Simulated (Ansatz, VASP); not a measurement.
LiF in VASP and in Ansatz

File POSCAR:

```
LiF
1.0
    0.0000000000      2.2154000000      2.0140000000
    2.0140000000      0.0000000000      2.0140000000
    2.0140000000      2.2154000000      0.0000000000
Li F
1 1
Direct
    0.0000000000      0.0000000000      0.0000000000
    0.5000000000      0.5000000000      0.5000000000
```

File INCAR.step1:

```
SYSTEM = LiF
PREC = Accurate
ENCUT = 520
ISMEAR = 0
SIGMA = 0.05
LREAL = .False.
LASPH = .True.
NELM = 60
NBANDS = 12
GGA = PE
ALGO = Normal
EDIFF = 1E-4
LWAVE = .True.
LCHARG = .False.
```

File INCAR.step2:

```
SYSTEM = LiF
PREC = Accurate
ENCUT = 520
EDIFF = 1E-6
ISMEAR = 0
SIGMA = 0.05
LREAL = .False.
LASPH = .True.
NELM = 60
ALGO = Normal
ISIF = 2
LWAVE = .False.
LCHARG = .True.
METAGGA = R2SCAN
LMIXTAU = .True.
LELF = .True.
LVHAR = .True.
NBANDS = 12
ISTART = 1
```

File KPOINTS:

```
Automatic mesh
0
Gamma
  10 10 10
  0 0 0
```

Input for Ansatz:

```yaml
crystal:
  lattice:
    - [0.0, 2.2154, 2.014]
    - [2.014, 0.0, 2.014]
    - [2.014, 2.2154, 0.0]
  atoms:
    - { symbol: Li, position: [0.0, 0.0, 0.0] }
    - { symbol: F, position: [0.5, 0.5, 0.5] }
basis:
  ecutwfc: 500
kpoints:
  mp_grid: { grid: [10, 10, 10] }
hamiltonian:
  xc: r2scan
scf:
  occupations: { method: gaussian, width: 0.05 }
output:
  forces: true
  stress: true
  eigenvalues: true
```

Change from the starting cell: strain +0.1000 x Voigt [0, 1, 0, 0, 0, 0], atoms carried along.

Alike in both runs: task single point; functional r2SCAN; k mesh 10 × 10 × 10; occupations gaussian, width 0.05 eV; no spin polarisation.

```csv
,VASP,Ansatz
version,VASP 6.6.1,Ansatz 0.2.0
potentials or method,"VASP PAW PBE potentials, release 64 (Li_sv, F), cutoff 520 eV","scalar-relativistic, plane waves, PAW"
valence electrons in the cell,10,10
```

VASP gave:

- gap on the k mesh at the Fermi level (eV): 9.28
- least direct gap on the mesh (eV): 9.28

Problem. Which values does Ansatz return?

Solution. gap on the k mesh at the Fermi level (eV): 9.12; least direct gap on the mesh (eV): 9.12.

VASP's potentials were made for PBE, not for r2SCAN. The functional is the same, so the differences come from potentials, cutoffs and numerics.

Noted on VASP's run: the cutoff is short for stress, so the pressure is rough.
